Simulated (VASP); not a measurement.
Set up this calculation in VASP 6.6.1, as the native input.

* Task: relaxation of cell and atoms
* Functional: r2SCAN
* Dispersion: rVV10
* Potentials or basis: VASP PAW PBE potentials, release 64 (Pb_d)
* Cutoff: 600 eV
* k mesh: 14 × 14 × 14
* Occupations: gaussian, width 0.1 eV
* Spin: no spin polarisation
* Dipole correction: no
* Further INCAR settings: ALGO = Normal; EDIFF = 1e-07; IBRION = 2; EDIFFG = -0.002; NSW = 100; ISIF = 3

Pb:

```
CELL_PARAMETERS angstrom
0.00000 2.47502 2.47502
2.47502 0.00000 2.47502
2.47502 2.47502 0.00000
ATOMIC_POSITIONS crystal
Pb 0.00000 0.00000 0.00000
```

One way to write it, as run:

POSCAR

```
Pb
1.0
    0.0000000000      2.4750200000      2.4750200000
    2.4750200000      0.0000000000      2.4750200000
    2.4750200000      2.4750200000      0.0000000000
Pb
1
Direct
    0.0000000000      0.0000000000      0.0000000000
```

INCAR.step1

```
PREC = Accurate ; ENCUT = 600
ISMEAR = 0 ; SIGMA = 0.1
LREAL = F ; LASPH = T
NELM = 100 ; GGA = PE
ALGO = Normal ; EDIFF = 1E-4
LWAVE = T ; LCHARG = F
```

INCAR.step2

```
PREC = Accurate ; ENCUT = 600
EDIFF = 1E-7 ; ISMEAR = 0
SIGMA = 0.1 ; LREAL = F
LASPH = T ; NELM = 100
ALGO = Normal ; ISIF = 3
LWAVE = F ; LCHARG = F
METAGGA = R2SCAN ; LMIXTAU = T
LUSE_VDW = T ; IVDW_NL = 2
BPARAM = 11.95 ; CPARAM = 0.0093
IBRION = 2 ; NSW = 100
EDIFFG = -0.002 ; ISTART = 1
```

KPOINTS

```
Automatic mesh
0
Gamma
  14 14 14
```

Potentials or basis: VASP PAW PBE potentials, release 64 (Pb_d).

Command:

```console
$ cat potpaw_PBE.64/Pb_d/POTCAR > POTCAR
$ cp INCAR.step1 INCAR
$ mpirun -np 1 vasp_std > vasp.out
$ cp INCAR.step2 INCAR
$ mpirun -np 1 vasp_std > vasp.out
```

Results of the run:

The relaxed volume is 30.59 Å³/atom, the relaxed cell is a = 3.511 Å, b = 3.511 Å, c = 3.511 Å, α = 60.00°, β = 60.00°, γ = 60.00° and the space group after relaxing (to 0.05 Å) is Fm-3m (No. 225). The energy gained by relaxing is 0.4 meV/atom and the ionic steps are 3. The pressure after relaxing is 0.0 GPa and the band gap on the k mesh is zero (band 7 reaches 14.77 eV, above the bottom of band 8 at 5.52 eV).

Caveat: the PAW data sets were made with another functional, which shifts forces and pressure a little; spin-orbit coupling is left out, which moves the levels of the heavy elements.

It took 5.4 min on 1 thread of AMD EPYC 9R45 96-Core Processor (Zen 5) (shared host), peak memory 0.27 GiB.
